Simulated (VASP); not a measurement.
A run of VASP 6.6.1 is set up as follows.

POSCAR

```
TiSi
1.0
    3.6264976859      0.0000000000      0.0000000000
    0.0000000000      4.1678530543      0.0000000000
    0.0000000000      0.0000000000      3.8077369004
Ti Si
2 2
Direct
    0.0000000000      0.5000000000      0.0000000000
    0.5000000000      0.0000000000      0.0000000000
    0.0000000000      0.0000000000      0.5000000000
    0.5000000000      0.5000000000      0.5000000000
```

The input INCAR.step1:

```
SYSTEM = TiSi
PREC = Accurate ; ENCUT = 520
ISMEAR = 0 ; SIGMA = 0.1
LREAL = .FALSE. ; LASPH = .TRUE.
NELM = 60 ; NBANDS = 24
GGA = PE ; ALGO = Normal
EDIFF = 1E-4 ; LWAVE = .TRUE.
LCHARG = .FALSE.
```

The input INCAR.step2:

```
SYSTEM = TiSi
PREC = Accurate ; ENCUT = 520
EDIFF = 1E-6 ; ISMEAR = 0
SIGMA = 0.1 ; LREAL = .FALSE.
LASPH = .TRUE. ; NELM = 60
ALGO = Normal ; ISIF = 2
LWAVE = .FALSE. ; LCHARG = .TRUE.
METAGGA = R2SCAN ; LMIXTAU = .TRUE.
LELF = .TRUE. ; LVHAR = .TRUE.
NBANDS = 24 ; ISTART = 1
```

Contents of KPOINTS:

```
Automatic mesh
0
G
  14 12 14
  0 0 0
```

Potentials or basis: VASP PAW PBE potentials, release 64 (Ti_sv, Si).

The run is started by

```console
$ cat potpaw_PBE.64/Ti_sv/POTCAR potpaw_PBE.64/Si/POTCAR > POTCAR
$ cp INCAR.step1 INCAR
$ mpirun -np 1 vasp_std > vasp.out
$ cp INCAR.step2 INCAR
$ mpirun -np 1 vasp_std > vasp.out
```

Q: What does it give for the pressure?

A: 0.5 GPa.

Q: Estimate the band gap on the k mesh.

A: Zero (bands 16 and 17 overlap by 1.85 eV).

Stress tensor (GPa, compression positive):
```
0.76 0.00 0.00
0.00 0.18 0.00
0.00 0.00 0.56
```

Caveat: the PAW data sets were made with another functional, which shifts forces and pressure a little.
